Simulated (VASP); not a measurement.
# NaCl (Pm-3m) in VASP: further runs

NaCl is run at these levels: PBE; tasks: single point.

Everything below comes from runs of VASP 6.6.1. Logs are shortened: lines on timing, memory, paths and dates and some standing lists are left out, and cuts for length are marked.

### 1 The cell of the first run

It takes space group Pm-3m (No. 221, cubic). Conventional cell: a = 3.461 Å, b = 3.461 Å, c = 3.461 Å, α = 90.00°, β = 90.00°, γ = 90.00°. Within 3.9 Å of Na (site symmetry m-3m) lie 8 Cl at 3.00 Å and 6 Na at 3.46 Å. Within 3.9 Å of Cl (site symmetry m-3m) lie 8 Na at 3.00 Å and 6 Cl at 3.46 Å.

### 2 Single point, PBE (20.72 Å³/atom)

File INCAR:

```
SYSTEM = NaCl
ALGO = Normal ; EDIFF = 1E-6
ENCUT = 520 ; GGA = PE
ISIF = 2 ; ISMEAR = 0
LASPH = .TRUE. ; LCHARG = .FALSE.
LREAL = .FALSE. ; LWAVE = .FALSE.
NBANDS = 14 ; NELM = 60
PREC = Accurate ; SIGMA = 0.05
```

File KPOINTS:

```
k-points
0
G
  12 12 12
  0 0 0
```

File POSCAR:

```
NaCl
1.0
    3.4605029777      0.0000000000      0.0000000000
    0.0000000000      3.4605029777      0.0000000000
    0.0000000000      0.0000000000      3.4605029777
Na Cl
1 1
Direct
    0.0000000000      0.0000000000      0.0000000000
    0.5000000000      0.5000000000      0.5000000000
```

Potentials or basis: VASP PAW PBE potentials, release 64 (Na_pv, Cl).

Command:

```console
cat potpaw_PBE.64/Na_pv/POTCAR potpaw_PBE.64/Cl/POTCAR > POTCAR
mpirun -np 1 vasp_std > vasp.out
```

OUTCAR:

```text
SYSTEM = NaCl
   EDIFF = 1E-6
   ENCUT = 520
   GGA = PE
   ISIF = 2
   ISMEAR = 0
   LASPH = .TRUE.
   LREAL = .FALSE.
   NELM = 60
   PREC = Accurate

 ion  position               nearest neighbor table
   1  0.000  0.000  0.000-
   2  0.500  0.500  0.500-

  LATTYP: Found a simple cubic cell.
 ALAT       =     3.4605029777

  Lattice vectors:

 A1 = (   3.4605029777,   0.0000000000,   0.0000000000)
 A2 = (   0.0000000000,   3.4605029777,   0.0000000000)
 A3 = (   0.0000000000,   0.0000000000,   3.4605029777)

Analysis of symmetry for initial positions (statically):
=====================================================================
 Subroutine PRICEL returns:
 Original cell was already a primitive cell.

 Routine SETGRP: Setting up the symmetry group for a
 simple cubic supercell.

 Subroutine GETGRP returns: Found 48 space group operations
 (whereof 48 operations were pure point group operations)
 out of a pool of 48 trial point group operations.

The static configuration has the point symmetry O_h .

Analysis of symmetry for dynamics (positions and initial velocities):
=====================================================================
 Subroutine PRICEL returns:
 Original cell was already a primitive cell.

 Routine SETGRP: Setting up the symmetry group for a
 simple cubic supercell.

 Subroutine GETGRP returns: Found 48 space group operations
 (whereof 48 operations were pure point group operations)
 out of a pool of 48 trial point group operations.

The dynamic configuration has the point symmetry O_h .

 Subroutine INISYM returns: Found 48 space group operations
 (whereof 48 operations are pure point group operations),
 and found     1 'primitive' translations

----------------------------------------------------------------------------------------

                                     Primitive cell

  volume of cell :      41.4398

  direct lattice vectors                    reciprocal lattice vectors
     3.460502978  0.000000000  0.000000000     0.288975333  0.000000000  0.000000000
     0.000000000  3.460502978  0.000000000     0.000000000  0.288975333  0.000000000
     0.000000000  0.000000000  3.460502978     0.000000000  0.000000000  0.288975333

  length of vectors
     3.460502978  3.460502978  3.460502978     0.288975333  0.288975333  0.288975333

  position of ions in fractional coordinates (direct lattice)
     0.000000000  0.000000000  0.000000000
     0.500000000  0.500000000  0.500000000

  ion indices of the primitive-cell ions
   primitive index   ion index
                 1           1
                 2           2

----------------------------------------------------------------------------------------

 KPOINTS: k-points

Automatic generation of k-mesh.
 Grid dimensions read from file:
 generate k-points for:   12   12   12

 Generating k-lattice:

  Cartesian coordinates                     Fractional coordinates (reciprocal lattice)
     0.024081278  0.000000000  0.000000000     0.083333333  0.000000000  0.000000000
     0.000000000  0.024081278  0.000000000     0.000000000  0.083333333  0.000000000
     0.000000000  0.000000000  0.024081278     0.000000000  0.000000000  0.083333333

  Length of vectors
     0.024081278  0.024081278  0.024081278

  Shift w.r.t. Gamma in fractional coordinates (k-lattice)
     0.000000000  0.000000000  0.000000000

 Subroutine IBZKPT returns following result:
 ===========================================

 Found     84 irreducible k-points:

 Following reciprocal coordinates:
            Coordinates               Weight
  0.000000  0.000000  0.000000      1.000000
  0.083333  0.000000  0.000000      6.000000
  0.166667  0.000000  0.000000      6.000000
  0.250000  0.000000  0.000000      6.000000
  0.333333  0.000000  0.000000      6.000000
  0.416667  0.000000  0.000000      6.000000
[... 16 lines left out ...]
  0.333333  0.333333  0.000000     12.000000
  0.416667  0.333333  0.000000     24.000000
 [... further k-points ...]
   k-points           NKPTS =     84   k-points in BZ     NKDIM =     84   number of bands    NBANDS=     14
   number of dos      NEDOS =    301   number of ions     NIONS =      2
   total plane-waves  NPLWV =  21952
   dimension x,y,z NGX =    28 NGY =   28 NGZ =   28
   dimension x,y,z NGXF=    56 NGYF=   56 NGZF=   56
   ions per type =               1   1
   NGX,Y,Z   is equivalent  to a cutoff of  13.45, 13.45, 13.45 a.u.
   NGXF,Y,Z  is equivalent  to a cutoff of  26.90, 26.90, 26.90 a.u.
 SYSTEM =  NaCl
   PREC   = accura    normal or accurate (medium, high low for compatibility)
   ISTART =      0    job   : 0-new  1-cont  2-samecut
   ICHARG =      2    charge: 1-file 2-atom 10-const
   ISPIN  =      1    spin polarized calculation?
   LNONCOLLINEAR =      F non collinear calculations
   LSORBIT =      F    spin-orbit coupling
   LASPH  =      T    aspherical Exc in radial PAW
   ENCUT  =  520.0 eV  38.22 Ry    6.18 a.u.   6.43  6.43  6.43*2*pi/ulx,y,z
   NELM   =     60;   NELMIN=  2; NELMDL= -5     # of ELM steps
   EDIFF  = 0.1E-05   stopping-criterion for ELM
   LREAL  =      F    real-space projection
   EDIFFG = 0.1E-04   stopping-criterion for IOM
   NSW    =      0    number of steps for IOM
   IBRION =     -1    ionic relax: 0-MD 1-quasi-New 2-CG
   NFREE  =      0    steps in history (QN), initial steepest desc. (CG)
   ISIF   =      2    stress and relaxation
   ISYM   =      2    0-nonsym 1-usesym 2-fastsym
   POTIM  = 0.5000    time-step for ionic-motion
   TEBEG  =    0.0;   TEEND  =   0.0 temperature during run
   PSTRESS=    0.0 pullay stress
   NELECT =      14.0000    total number of electrons
   NUPDOWN=      -1.0000    fix difference up-down
   EMIN   =  10.00;   EMAX   =-10.00  energy-range for DOS
   EFERMI =   0.00;   METHOD = LEGACY
   ISMEAR =     0;   SIGMA  =   0.05  broadening in eV -4-tet -1-fermi 0-gaus
   EFERMI_NEDOS =   21; number of points for ismear=-14 and -15
   IALGO  =     38    algorithm
   IMIX   =      4    mixing-type and parameters
     AMIX     =   0.40;   BMIX     =  1.00
     AMIX_MAG =   1.60;   BMIX_MAG =  1.00
  volume/ion in A,a.u.               =      20.72       139.82
  Fermi-wavevector in a.u.,A,eV,Ry     =   1.140193  2.154652 17.688112  1.300040
  Thomas-Fermi vector in A             =   2.276895
   LORBIT       =      0    0 simple, 1 ext, 2 COOP (PROOUT), +10 PAW based schemes
   GGA     = PE    functional components
   LHFCALC =     F    Hartree Fock is set to
   AEXX    =    0.0000 exact exchange contribution
   IVDW    =     0    specifies the selected vdW correction
   LEPSILON=     F    determine dielectric tensor
   LRPA    =     F    only Hartree local field effects (RPA)
 non-spin polarized calculation
 Gauss-broadening in eV      SIGMA  =   0.05
  energy-cutoff  :      520.00
  volume of cell :       41.44
 maximum number of plane-waves:      1141
 NGX is ok and might be reduce to    28
   NGX = 13   NGY = 13   NGZ = 13

 number of electron      13.9999998 magnetization

 Free energy of the ion-electron system (eV)
  ---------------------------------------------------
  ext. energy  EPLUGINS =         0.00000000
  ---------------------------------------------------
  free energy    TOTEN  =        -6.46304898 eV

  energy without entropy =       -6.46304898  energy(sigma->0) =       -6.46304898

 E-fermi :   0.9918     XC(G=0):  -8.5890

 val. band max:        0.6788864412   @ k =   0.5000   0.5000   0.0000
 cond. band min:       4.7807644996   @ k =   0.0000   0.0000   0.0000
 fundamental gap:      4.1018780584
 Fermi energy:         0.9917944871

 k-point     1 :       0.0000    0.0000    0.0000
  band No.  band energies     occupation
      1     -21.3601      2.00000
      2     -21.3601      2.00000
      3     -21.3601      2.00000
      4     -12.8251      2.00000
      5       0.1584      2.00000
      6       0.1584      2.00000
      7       0.1584      2.00000
      8       4.7808      0.00000
      9       9.2187      0.00000
     10       9.2187      0.00000
     11      16.7104      0.00000
     12      16.7190      0.00000
     13      16.7194      0.00000
     14      16.7196      0.00000

 k-point     2 :       0.0833    0.0000    0.0000
  band No.  band energies     occupation
      1     -21.3632      2.00000
      2     -21.3598      2.00000
      3     -21.3598      2.00000
      4     -12.8006      2.00000
      5      -0.0909      2.00000
      6       0.1741      2.00000
      7       0.1741      2.00000
      8       5.0016      0.00000
      9       9.2965      0.00000
     10       9.3922      0.00000
     11      15.7043      0.00000
     12      15.7043      0.00000
     13      16.4722      0.00000
     14      16.7738      0.00000

 k-point     3 :       0.1667    0.0000    0.0000
  band No.  band energies     occupation
      1     -21.3719      2.00000
      2     -21.3590      2.00000
      3     -21.3590      2.00000
      4     -12.7326      2.00000
      5      -0.6766      2.00000
      6       0.2175      2.00000
      7       0.2175      2.00000
      8       5.5235      0.00000
      9       9.5274      0.00000
     10       9.8133      0.00000
     11      14.7101      0.00000
     12      14.7101      0.00000
     13      16.0595      0.00000
     14      16.9296      0.00000

 k-point     4 :       0.2500    0.0000    0.0000
  band No.  band energies     occupation
      1     -21.3836      2.00000
      2     -21.3580      2.00000
      3     -21.3580      2.00000
      4     -12.6364      2.00000
      5      -1.3402      2.00000
      6       0.2782      2.00000
      7       0.2782      2.00000
      8       6.1555      0.00000
      9       9.9016      0.00000
     10      10.1686      0.00000
     11      13.8425      0.00000
     12      13.8425      0.00000
     13      16.0229      0.00000
     14      16.5100      0.00000

 k-point     5 :       0.3333    0.0000    0.0000
  band No.  band energies     occupation
      1     -21.3953      2.00000
      2     -21.3569      2.00000
      3     -21.3569      2.00000
      4     -12.5361      2.00000
      5      -1.9111      2.00000
      6       0.3407      2.00000
      7       0.3407      2.00000
      8       6.8113      0.00000
      9      10.1215      0.00000
     10      10.3913      0.00000
     11      13.1745      0.00000
[... 276 lines left out ...]
 k-point    22 :       0.5000    0.2500    0.0000
  band No.  band energies     occupation
      1     -21.4017      2.00000
      2     -21.3762      2.00000
      3     -21.3540      2.00000
      4     -12.2919      2.00000
      5      -2.0946      2.00000
      6      -0.7806      2.00000
      7       0.5379      2.00000
      8       7.6819      0.00000
      9       9.0716      0.00000
     10      11.6849      0.00000
     11      12.2826      0.00000
     12      12.9281      0.00000
     13      14.7101      0.00000
     14      17.5226      0.00000

 k-point    23 :       0.3333    0.3333    0.0000
  band No.  band energies     occupation
      1     -21.3898      2.00000
      2     -21.3873      2.00000
      3     -21.3541      2.00000
      4     -12.3023      2.00000
      5      -1.5546      2.00000
      6      -1.3327      2.00000
      7       0.5377      2.00000
      8       7.3688      0.00000
      9       9.2440      0.00000
     10      11.6447      0.00000
     11      12.7513      0.00000
     12      13.5534      0.00000
     13      13.9133      0.00000
     14      16.8589      0.00000

 k-point    24 :       0.4167    0.3333    0.0000
  band No.  band energies     occupation
      1     -21.3963      2.00000
      2     -21.3868      2.00000
      3     -21.3534      2.00000
      4     -12.2412      2.00000
      5      -1.7972      2.00000
      6      -1.3067      2.00000
      7       0.5884      2.00000
      8       7.0496      0.00000
      9       9.5540      0.00000
     10      11.7703      0.00000
     11      12.5856      0.00000
     12      13.2591      0.00000
     13      13.9103      0.00000
     14      17.5225      0.00000

 [... further k-points ...]
[... 5 lines left out ...]
  --------------------------------------------------------------------------------------
  -------------------------------------------------------------------------------------
  Total        0.2789075      0.2789075      0.2789075     -0.0000000     -0.0000000     -0.0000000
  in kB       10.7833332     10.7833332     10.7833332     -0.0000000     -0.0000000     -0.0000000
  external PRESSURE =      10.7833332 kB  Pullay stress =       0.0000000 kB

 VOLUME and BASIS-vectors are now :
 -----------------------------------------------------------------------------
  energy-cutoff  :      520.00
  volume of cell :       41.44
      direct lattice vectors                 reciprocal lattice vectors
     3.460502978  0.000000000  0.000000000     0.288975333  0.000000000  0.000000000
     0.000000000  3.460502978  0.000000000     0.000000000  0.288975333  0.000000000
     0.000000000  0.000000000  3.460502978     0.000000000  0.000000000  0.288975333

 POSITION                                       TOTAL-FORCE (eV/Angst)
 -----------------------------------------------------------------------------------
      0.00000      0.00000      0.00000         0.000000      0.000000      0.000000
      1.73025      1.73025      1.73025         0.000000      0.000000      0.000000
 -----------------------------------------------------------------------------------
    total drift:                               -0.000000      0.000000      0.000000

  FREE ENERGIE OF THE ION-ELECTRON SYSTEM (eV)
  ---------------------------------------------------
  free  energy   TOTEN  =        -6.4630489757 eV

  energy  without entropy=       -6.4630489757  energy(sigma->0) =       -6.46304898
```

Run time: 18 s. Hardware: 1 thread of Intel Xeon Platinum 8488C (Sapphire Rapids), shared host; peak memory 0.18 GiB.

What came out:

```yaml
Free_energy: -6.4630 eV
Pressure: 1.1 GPa
Band_gap_on_the_k_mesh: 4.10 eV (least direct gap 4.62 eV)
```

A k mesh can miss the band edges. As with any semilocal functional, this PBE gap is likely too small.

### 3 Single point, PBE (21.15 Å³/atom)

This run uses another cell than the first one, of 21.15 Å³/atom.

File INCAR:

```
SYSTEM = NaCl
PREC = Accurate
ENCUT = 520
EDIFF = 1E-6
ISMEAR = 0
SIGMA = 0.05
LREAL = .False.
LASPH = .True.
NELM = 60
ALGO = Normal
ISIF = 2
LWAVE = .False.
LCHARG = .False.
GGA = PE
NBANDS = 14
```

File KPOINTS:

```
regular mesh
0
Gamma
  12 12 12
  0 0 0
```

File POSCAR:

```
NaCl
1.0
    3.4843692696      0.0000000000      0.0000000000
    0.0000000000      3.4843692696      0.0000000000
    0.0000000000      0.0000000000      3.4843692696
Na Cl
1 1
Direct
    0.0000000000      0.0000000000      0.0000000000
    0.5000000000      0.5000000000      0.5000000000
```

Potentials or basis: VASP PAW PBE potentials, release 64 (Na_pv, Cl).

Command:

```console
cat potpaw_PBE.64/Na_pv/POTCAR potpaw_PBE.64/Cl/POTCAR > POTCAR
mpirun -np 1 vasp_std > vasp.out
```

Wall time 18 s (1 thread of Intel Xeon Platinum 8488C (Sapphire Rapids), shared host); peak memory 0.18 GiB.

The run converged. Its results:

* Free energy: -6.4675 eV
* Pressure: 0.5 GPa
* Band gap on the k mesh: 4.03 eV (least direct gap 4.53 eV)

Levels at points of the mesh, in eV from the valence-band top:
| k point | band 5 | band 6 | band 7 | band 8 | band 9 | band 10 |
| --- | --- | --- | --- | --- | --- | --- |
| (0.00, 0.00, 0.00) | -0.50 | -0.50 | -0.50 | 4.03 | 8.56 | 8.56 |
| (0.50, 0.00, 0.00) | -3.01 | -0.26 | -0.26 | 6.97 | 8.67 | 10.51 |
| (0.50, 0.50, 0.00) | -2.31 | -2.31 | 0.00 | 5.54 | 9.92 | 11.13 |
| (0.50, 0.50, 0.50) | -1.89 | -1.89 | -1.89 | 7.12 | 7.12 | 7.12 |

### 4 Single point, PBE (22.01 Å³/atom)

This run uses another cell than the first one, of 22.01 Å³/atom.

File INCAR:

```
SYSTEM = NaCl
ALGO = Normal
EDIFF = 1E-6
ENCUT = 520
GGA = PE
ISIF = 2
ISMEAR = 0
LASPH = .True.
LCHARG = .True.
LELF = .True.
LREAL = .False.
LVHAR = .True.
LWAVE = .False.
NBANDS = 14
NELM = 60
PREC = Accurate
SIGMA = 0.05
```

File KPOINTS:

```
k-points
0
Gamma
  12 12 12
  0 0 0
```

File POSCAR:

```
NaCl
1.0
    3.5311449085      0.0000000000      0.0000000000
    0.0000000000      3.5311449085      0.0000000000
    0.0000000000      0.0000000000      3.5311449085
Na Cl
1 1
Direct
    0.0000000000      0.0000000000      0.0000000000
    0.5000000000      0.5000000000      0.5000000000
```

Command:

```console
cat potpaw_PBE.64/Na_pv/POTCAR potpaw_PBE.64/Cl/POTCAR > POTCAR
mpirun -np 1 vasp_std > vasp.out
```

Run time: 22 s. Hardware: 1 thread of Intel Xeon Platinum 8488C (Sapphire Rapids), shared host; peak memory 0.18 GiB.

The run converged. Its results:

```yaml
Free_energy: -6.4674 eV
Pressure: -0.6 GPa
Band_gap_on_the_k_mesh: 3.90 eV (least direct gap 4.37 eV)
```

Levels at points of the mesh, in eV from the valence-band top:
| k point | band 3 | band 4 | band 5 | band 6 | band 7 | band 8 | band 9 | band 10 | band 11 | band 12 |
| --- | --- | --- | --- | --- | --- | --- | --- | --- | --- | --- |
| (0.00, 0.00, 0.00) | -22.10 | -13.29 | -0.47 | -0.47 | -0.47 | 3.90 | 8.60 | 8.60 | 15.46 | 15.46 |
| (0.50, 0.00, 0.00) | -22.10 | -12.96 | -2.83 | -0.24 | -0.24 | 6.84 | 8.40 | 10.52 | 11.78 | 11.78 |
| (0.50, 0.50, 0.00) | -22.09 | -12.71 | -2.17 | -2.17 | 0.00 | 5.54 | 9.83 | 10.86 | 10.86 | 12.56 |
| (0.50, 0.50, 0.50) | -22.13 | -12.45 | -1.77 | -1.77 | -1.77 | 7.12 | 7.12 | 7.12 | 11.45 | 15.65 |

### 5 The runs side by side

| cell | gap on the mesh (eV) | pressure (GPa) |
| --- | --- | --- |
| a = 3.461 Å, 2 atoms | 4.10 | 1.1 |
| a = 3.484 Å, 2 atoms | 4.03 | 0.5 |
| a = 3.531 Å, 2 atoms | 3.90 | -0.6 |

Alike in all rows: task single point; level PBE; potentials or basis VASP PAW PBE potentials, release 64 (Na_pv, Cl); no spin polarisation; k mesh 12 × 12 × 12; cutoff (eV) 520; smearing gaussian 0.05 eV.

Absolute energies hang on the potentials; compare differences alone.
